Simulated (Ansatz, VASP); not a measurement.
Al: VASP beside Ansatz

```xyz
4
Lattice="2.9162 0.0000 0.0000 -1.4581 2.5255 0.0000 0.0000 0.0000 8.8181" Properties=species:S:1:pos:R:3 pbc="T T T"
Al    0.0000    0.0000    0.0000
Al    0.0000    1.6837    2.2045
Al    0.0000    0.0000    4.4090
Al    1.4581    0.8418    6.6136
```

Alike in both runs: task single point; functional PBEsol; k mesh 24 × 24 × 6; occupations gaussian, width 0.15 eV; no spin polarisation.

|  | VASP | Ansatz |
| --- | --- | --- |
| version | VASP 6.6.1 | Ansatz 0.2.0 |
| potentials or method | VASP PAW PBE potentials, release 64 (Al), cutoff 520 eV | scalar-relativistic, plane waves, PAW |
| valence electrons in the cell | 12 | 12 |

|  | VASP | Ansatz | Ansatz less VASP |
| --- | --- | --- | --- |
| gap on the k mesh at the Fermi level (eV) | none | none | - |
| pressure (GPa) | 0.7 | 0.7 | -0.07 |
| traceless stress, the component that is largest in VASP (GPa) | 3.94 | 3.90 | -0.034 |

VASP's potentials were made for PBE, not for PBEsol. A gap of «none» marks a metal or a gap that the smearing closes.
